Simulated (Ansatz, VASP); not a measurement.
**Sc2Pb in VASP and in Ansatz**

```
Sc Pb
1.0
     5.12284    0.00000    0.00000
    -2.56142    4.43651    0.00000
     0.00000    0.00000    3.18481
Sc Pb
2 1
Direct
  0.33333 0.66667 0.50000
  0.66667 0.33333 0.50000
  0.00000 0.00000 0.00000
```

Alike in both runs: functional PBE; k mesh 6 × 6 × 6; occupations gaussian, width 0.1 eV; no spin polarisation.

Ansatz relaxed the structure, and its values are those at the end. VASP's run is a single point on that final structure, the one shown.

```csv
,VASP,Ansatz
version,VASP 6.6.1,Ansatz 0.2.0
potentials or method,"VASP PAW PBE potentials, release 64 (Sc_sv, Pb_d), cutoff 520 eV","scalar-relativistic, plane waves, PAW"
valence electrons in the cell,36,36
```

|  | VASP | Ansatz | Ansatz less VASP |
| --- | --- | --- | --- |
| gap on the k mesh at the Fermi level (eV) | none | none | - |
| pressure (GPa) | 0.0 | -0.1 | -0.06 |

A gap of «none» marks a metal or a gap that the smearing closes. The functional is the same, so the differences come from potentials, cutoffs and numerics.

Neither program's run includes spin-orbit coupling.
